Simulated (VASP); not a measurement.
# TiN in VASP: single point with PBE+D3(BJ)

Aim: the single point of TiN with PBE+D3(BJ).

Program: VASP 6.6.1. These are calculated values, not measurements. Logs are shortened: lines on timing, memory, paths and dates and some standing lists are left out, and cuts for length are marked.

## 1. The cell of the first run

The cell holds a slab with vacuum, 6 atoms: a = 2.974 Å, b = 2.974 Å, c = 18.205 Å, α = 90.00°, β = 90.00°, γ = 90.00°.

## 2. Single point, PBE+D3(BJ)

INCAR

```
PREC = Accurate
ENCUT = 520
EDIFF = 1E-7
ISMEAR = 0
SIGMA = 0.1
LREAL = F
LASPH = T
NELM = 100
ALGO = Normal
ISIF = 2
LWAVE = F
LCHARG = F
LDIPOL = T
IDIPOL = 3
DIPOL = 0.5 0.5 0.498
GGA = PE
IVDW = 12
NBANDS = 34
```

KPOINTS

```
Automatic mesh
0
Gamma
  10 10 1
```

POSCAR

```
TiN
1.0
    2.9736794933      0.0000000000      0.0000000000
    0.0000000000      2.9736794933      0.0000000000
    0.0000000000      0.0000000000     18.2054178696
Ti N
3 3
Direct
    0.5000000000      0.5000000000      0.3845009244
    0.0000000000      0.0000000000      0.4980261972
    0.5000000000      0.5000000000      0.6067512317
    0.0000000000      0.0000000000      0.3845009244
    0.5000000000      0.5000000000      0.4962431842
    0.0000000000      0.0000000000      0.6181323062
```

Potentials or basis: VASP PAW PBE potentials, release 64 (Ti_sv, N).

Started as:

```console
$ cat potpaw_PBE.64/Ti_sv/POTCAR potpaw_PBE.64/N/POTCAR > POTCAR
$ mpirun -np 1 vasp_std > vasp.out
```

OUTCAR:

```text
PREC = Accurate
   ENCUT = 520
   EDIFF = 1E-7
   ISMEAR = 0
   LREAL = F
   LASPH = T
   NELM = 100
   ISIF = 2
   GGA = PE
   IVDW = 12
 IVDW          = 12

 ion  position               nearest neighbor table
   1  0.500  0.500  0.385-   5 2.03   4 2.10   4 2.10   4 2.10   4 2.10
   2  0.000  0.000  0.498-   4 2.07   5 2.10   5 2.10   5 2.10   5 2.10   6 2.19   3 2.89   3 2.89
                             3 2.89   3 2.89
   3  0.500  0.500  0.607-   5 2.01   6 2.11   6 2.11   6 2.11   6 2.11   2 2.89   2 2.89   2 2.89
                             2 2.89
   4  0.000  0.000  0.385-   2 2.07   1 2.10   1 2.10   1 2.10   1 2.10
   5  0.500  0.500  0.496-   3 2.01   1 2.03   2 2.10   2 2.10   2 2.10   2 2.10
   6  0.000  0.000  0.618-   3 2.11   3 2.11   3 2.11   3 2.11   2 2.19

  LATTYP: Found a simple tetragonal cell.
 ALAT       =     2.9736794933
 C/A-ratio  =     6.1221856325

  Lattice vectors:

 A1 = (   2.9736794933,   0.0000000000,   0.0000000000)
 A2 = (   0.0000000000,   2.9736794933,   0.0000000000)
 A3 = (   0.0000000000,   0.0000000000,  18.2054178696)

Analysis of symmetry for initial positions (statically):
=====================================================================
 Subroutine PRICEL returns:
 Original cell was already a primitive cell.

 Routine SETGRP: Setting up the symmetry group for a
 simple tetragonal supercell.

 Subroutine GETGRP returns: Found  8 space group operations
 (whereof  8 operations were pure point group operations)
 out of a pool of 16 trial point group operations.

The static configuration has the point symmetry C_4v.

Analysis of symmetry for dynamics (positions and initial velocities):
=====================================================================
 Subroutine PRICEL returns:
 Original cell was already a primitive cell.

 Routine SETGRP: Setting up the symmetry group for a
 simple tetragonal supercell.

 Subroutine GETGRP returns: Found  8 space group operations
 (whereof  8 operations were pure point group operations)
 out of a pool of 16 trial point group operations.

The dynamic configuration has the point symmetry C_4v.

 Subroutine INISYM returns: Found  8 space group operations
 (whereof  8 operations are pure point group operations),
 and found     1 'primitive' translations

----------------------------------------------------------------------------------------

                                     Primitive cell

  volume of cell :     160.9863

  direct lattice vectors                    reciprocal lattice vectors
     2.973679493  0.000000000  0.000000000     0.336283719  0.000000000  0.000000000
     0.000000000  2.973679493  0.000000000     0.000000000  0.336283719  0.000000000
     0.000000000  0.000000000 18.205417870     0.000000000  0.000000000  0.054928703

  length of vectors
     2.973679493  2.973679493 18.205417870     0.336283719  0.336283719  0.054928703

  position of ions in fractional coordinates (direct lattice)
     0.500000000  0.500000000  0.384500924
     0.000000000  0.000000000  0.498026197
     0.500000000  0.500000000  0.606751232
     0.000000000  0.000000000  0.384500924
     0.500000000  0.500000000  0.496243184
     0.000000000  0.000000000  0.618132306

  ion indices of the primitive-cell ions
   primitive index   ion index
                 1           1
                 2           2
                 3           3
                 4           4
                 5           5
                 6           6

----------------------------------------------------------------------------------------

 KPOINTS: Automatic mesh

Automatic generation of k-mesh.
 Grid dimensions read from file:
 generate k-points for:   10   10    1

 Generating k-lattice:

  Cartesian coordinates                     Fractional coordinates (reciprocal lattice)
     0.033628372  0.000000000  0.000000000     0.100000000  0.000000000  0.000000000
     0.000000000  0.033628372  0.000000000     0.000000000  0.100000000  0.000000000
     0.000000000  0.000000000  0.054928703     0.000000000  0.000000000  1.000000000

  Length of vectors
     0.033628372  0.033628372  0.054928703

  Shift w.r.t. Gamma in fractional coordinates (k-lattice)
     0.000000000  0.000000000  0.000000000

 Subroutine IBZKPT returns following result:
 ===========================================

 Found     21 irreducible k-points:

 Following reciprocal coordinates:
            Coordinates               Weight
  0.000000  0.000000  0.000000      1.000000
  0.100000  0.000000  0.000000      4.000000
  0.200000  0.000000  0.000000      4.000000
  0.300000  0.000000  0.000000      4.000000
  0.400000  0.000000  0.000000      4.000000
  0.500000  0.000000  0.000000      2.000000
[... 13 lines left out ...]
  0.500000  0.400000  0.000000      4.000000
  0.500000  0.500000  0.000000      1.000000
   k-points           NKPTS =     21   k-points in BZ     NKDIM =     21   number of bands    NBANDS=     34
   number of dos      NEDOS =    301   number of ions     NIONS =      6
   total plane-waves  NPLWV =  80640
   dimension x,y,z NGX =    24 NGY =   24 NGZ =  140
   dimension x,y,z NGXF=    48 NGYF=   48 NGZF=  280
   ions per type =               3   3
   NGX,Y,Z   is equivalent  to a cutoff of  13.42, 13.42, 12.78 a.u.
   NGXF,Y,Z  is equivalent  to a cutoff of  26.83, 26.83, 25.57 a.u.
 SYSTEM =  unknown system
   PREC   = accura    normal or accurate (medium, high low for compatibility)
   ISTART =      0    job   : 0-new  1-cont  2-samecut
   ICHARG =      2    charge: 1-file 2-atom 10-const
   ISPIN  =      1    spin polarized calculation?
   LNONCOLLINEAR =      F non collinear calculations
   LSORBIT =      F    spin-orbit coupling
   LASPH  =      T    aspherical Exc in radial PAW
   ENCUT  =  520.0 eV  38.22 Ry    6.18 a.u.   5.53  5.53 33.85*2*pi/ulx,y,z
   NELM   =    100;   NELMIN=  2; NELMDL= -5     # of ELM steps
   EDIFF  = 0.1E-06   stopping-criterion for ELM
   LREAL  =      F    real-space projection
   EDIFFG = 0.1E-05   stopping-criterion for IOM
   NSW    =      0    number of steps for IOM
   IBRION =     -1    ionic relax: 0-MD 1-quasi-New 2-CG
   NFREE  =      0    steps in history (QN), initial steepest desc. (CG)
   ISIF   =      2    stress and relaxation
   ISYM   =      2    0-nonsym 1-usesym 2-fastsym
   POTIM  = 0.5000    time-step for ionic-motion
   TEBEG  =    0.0;   TEEND  =   0.0 temperature during run
   PSTRESS=    0.0 pullay stress
   NELECT =      51.0000    total number of electrons
   NUPDOWN=      -1.0000    fix difference up-down
   EMIN   =  10.00;   EMAX   =-10.00  energy-range for DOS
   EFERMI =   0.00;   METHOD = LEGACY
   ISMEAR =     0;   SIGMA  =   0.10  broadening in eV -4-tet -1-fermi 0-gaus
   EFERMI_NEDOS =   21; number of points for ismear=-14 and -15
   IALGO  =     38    algorithm
   IMIX   =      4    mixing-type and parameters
     AMIX     =   0.40;   BMIX     =  1.00
     AMIX_MAG =   1.60;   BMIX_MAG =  1.00
  volume/ion in A,a.u.               =      26.83       181.06
  Fermi-wavevector in a.u.,A,eV,Ry     =   1.116011  2.108955 16.945799  1.245481
  Thomas-Fermi vector in A             =   2.252621
   LORBIT       =      0    0 simple, 1 ext, 2 COOP (PROOUT), +10 PAW based schemes
   GGA     = PE    functional components
   LHFCALC =     F    Hartree Fock is set to
   AEXX    =    0.0000 exact exchange contribution
   IVDW    =    12    specifies the selected vdW correction
   LEPSILON=     F    determine dielectric tensor
   LRPA    =     F    only Hartree local field effects (RPA)
 non-spin polarized calculation
 Gauss-broadening in eV      SIGMA  =   0.10
  energy-cutoff  :      520.00
  volume of cell :      160.99
 maximum number of plane-waves:      4373
 NGX is ok and might be reduce to    24
   NGX = 11   NGY = 11   NGZ = 67

 dipolmoment           0.000000      0.000000     -0.215288 electrons x Angstroem

 number of electron      50.9999985 magnetization

 dipolmoment           0.000000      0.000000      0.022590 electrons x Angstroem

 Free energy of the ion-electron system (eV)
  ---------------------------------------------------
  ext. energy  EPLUGINS =         0.00000000
  ---------------------------------------------------
  free energy    TOTEN  =       -57.40152863 eV

  energy without entropy =      -57.38332593  energy(sigma->0) =      -57.39242728

 E-fermi :   2.3219     XC(G=0):  -5.6075

 val. band max:        2.2797824888   @ k =   0.1000   0.0000   0.0000
 cond. band min:       2.3242048844   @ k =   0.1000   0.0000   0.0000
 fundamental gap:      0.0444223955
 Fermi energy:         2.3218806557

 k-point     1 :       0.0000    0.0000    0.0000
  band No.  band energies     occupation
      1     -55.6547      2.00000
      2     -55.5023      2.00000
      3     -55.2773      2.00000
      4     -32.1315      2.00000
      5     -31.9556      2.00000
      6     -31.7317      2.00000
[... 26 lines left out ...]
     33       3.8950      0.00000
     34       3.8952      0.00000

 k-point     2 :       0.1000    0.0000    0.0000
  band No.  band energies     occupation
      1     -55.6509      2.00000
      2     -55.4979      2.00000
      3     -55.2752      2.00000
      4     -32.1273      2.00000
      5     -31.9639      2.00000
      6     -31.7651      2.00000
[... 26 lines left out ...]
     33       4.0275      0.00000
     34       4.1663      0.00000

 k-point     3 :       0.2000    0.0000    0.0000
  band No.  band energies     occupation
      1     -55.6409      2.00000
      2     -55.4865      2.00000
      3     -55.2696      2.00000
      4     -32.1238      2.00000
      5     -31.9901      2.00000
      6     -31.8522      2.00000
[... 26 lines left out ...]
     33       4.4670      0.00000
     34       4.5181      0.00000

 k-point     4 :       0.3000    0.0000    0.0000
  band No.  band energies     occupation
      1     -55.6285      2.00000
      2     -55.4722      2.00000
      3     -55.2628      2.00000
      4     -32.1461      2.00000
      5     -32.0354      2.00000
      6     -31.9383      2.00000
[... 26 lines left out ...]
     33       4.3292      0.00000
     34       4.8202      0.00000

 k-point     5 :       0.4000    0.0000    0.0000
  band No.  band energies     occupation
      1     -55.6185      2.00000
      2     -55.4604      2.00000
      3     -55.2574      2.00000
      4     -32.1893      2.00000
      5     -32.1035      2.00000
      6     -31.9597      2.00000
[... 510 lines left out ...]
 k-point    19 :       0.4000    0.4000    0.0000
  band No.  band energies     occupation
      1     -55.5873      2.00000
      2     -55.4287      2.00000
      3     -55.2261      2.00000
      4     -32.0697      2.00000
      5     -32.0207      2.00000
      6     -31.9977      2.00000
[... 26 lines left out ...]
     33       4.7872      0.00000
     34       4.9990      0.00000

 k-point    20 :       0.5000    0.4000    0.0000
  band No.  band energies     occupation
      1     -55.5840      2.00000
      2     -55.4253      2.00000
      3     -55.2228      2.00000
      4     -32.0609      2.00000
      5     -32.0485      2.00000
      6     -31.9987      2.00000
[... 26 lines left out ...]
     33       4.7975      0.00000
     34       4.9302      0.00000

 k-point    21 :       0.5000    0.5000    0.0000
  band No.  band energies     occupation
      1     -55.5808      2.00000
      2     -55.4221      2.00000
      3     -55.2193      2.00000
      4     -32.0516      2.00000
      5     -32.0516      2.00000
      6     -32.0174      2.00000
[... 26 lines left out ...]
     33       4.8400      0.00000
     34       4.8856      0.00000

------------------------ aborting loop because EDIFF is reached ----------------------------------------

 vacuum level on the upper side and lower side of the slab       (xc-potential included)        -0.075        -0.588

 Edisp (eV)   -1.91463

 E8    (eV) :    -0.8429

  FORCE on cell =-STRESS in cart. coord.  units (eV):
  Direction    XX          YY          ZZ          XY          YZ          ZX
  --------------------------------------------------------------------------------------
  -------------------------------------------------------------------------------------
  Total      -3.56438    -3.56438     0.09657     0.00000     0.00000     0.00000
  in kB     -35.47365   -35.47365     0.96108     0.00000     0.00000     0.00000
  external pressure =      -23.33 kB  Pullay stress =        0.00 kB

 VOLUME and BASIS-vectors are now :
 -----------------------------------------------------------------------------
  energy-cutoff  :      520.00
  volume of cell :      160.99
      direct lattice vectors                 reciprocal lattice vectors
     2.973679493  0.000000000  0.000000000     0.336283719  0.000000000  0.000000000
     0.000000000  2.973679493  0.000000000     0.000000000  0.336283719  0.000000000
     0.000000000  0.000000000 18.205417870     0.000000000  0.000000000  0.054928703

 POSITION                                       TOTAL-FORCE (eV/Angst)
 -----------------------------------------------------------------------------------
      1.48684      1.48684      7.00000         0.000000     -0.000000      1.752753
      0.00000      0.00000      9.06678         0.000000     -0.000000      0.005635
      1.48684      1.48684     11.04616         0.000000     -0.000000      0.025900
      0.00000      0.00000      7.00000         0.000000     -0.000000     -1.798237
      1.48684      1.48684      9.03431         0.000000      0.000000      0.000900
      0.00000      0.00000     11.25336         0.000000     -0.000000      0.013049
 -----------------------------------------------------------------------------------
    total drift:                                0.000000     -0.000000     -0.000382

  FREE ENERGIE OF THE ION-ELECTRON SYSTEM (eV)
  ---------------------------------------------------
  free  energy   TOTEN  =       -59.3161601297 eV

  energy  without entropy=      -59.2979574344  energy(sigma->0) =      -59.30705878

 vacuum level on the upper side and lower side of the slab         5.022         4.496
```

It took 7 min on 1 thread of Intel Xeon 8259CL, shared host; peak memory 0.31 GiB.

Results:

```yaml
Free_energy: -59.3162 eV
Largest_force: 1.798 eV/Å
Band_gap_on_the_k_mesh: zero (an odd number of electrons rules out a gap without spin polarisation)
Dispersion_energy_per_atom: -0.319 eV
```

Forces on the atoms (eV/Å):
```
Ti   0.000  0.000  1.753
Ti   0.000  0.000  0.006
Ti   0.000  0.000  0.026
N    0.000  0.000 -1.798
N    0.000  0.000  0.001
N    0.000  0.000  0.013
```
